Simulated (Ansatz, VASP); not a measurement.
**PbS in VASP and in Ansatz**

```
Pb S
1.0
     0.00000    3.00427    3.00427
     3.00427    0.00000    3.00427
     3.00427    3.00427    0.00000
Pb S
1 1
Direct
  0.00000 0.00000 0.00000
  0.50000 0.50000 0.50000
```

Alike in both runs: task single point; functional PBE; k mesh 12 × 12 × 12; occupations methfessel-paxton of order 1, width 0.2 eV; no spin polarisation.

|  | VASP | Ansatz |
| --- | --- | --- |
| version | VASP 6.6.1 | Ansatz 0.2.0 |
| potentials or method | VASP PAW PBE potentials, release 64 (Pb_d, S), cutoff 520 eV | all-electron LAPW, scalar-relativistic |

Ansatz gave:

| Quantity | Value |
| --- | --- |
| pressure (GPa) | 0.0 |

What did VASP give for the same quantities?

Pressure (GPa): -0.1.

Ansatz ran all-electron here, and VASP with PAW potentials.

Spin-orbit coupling is off throughout.
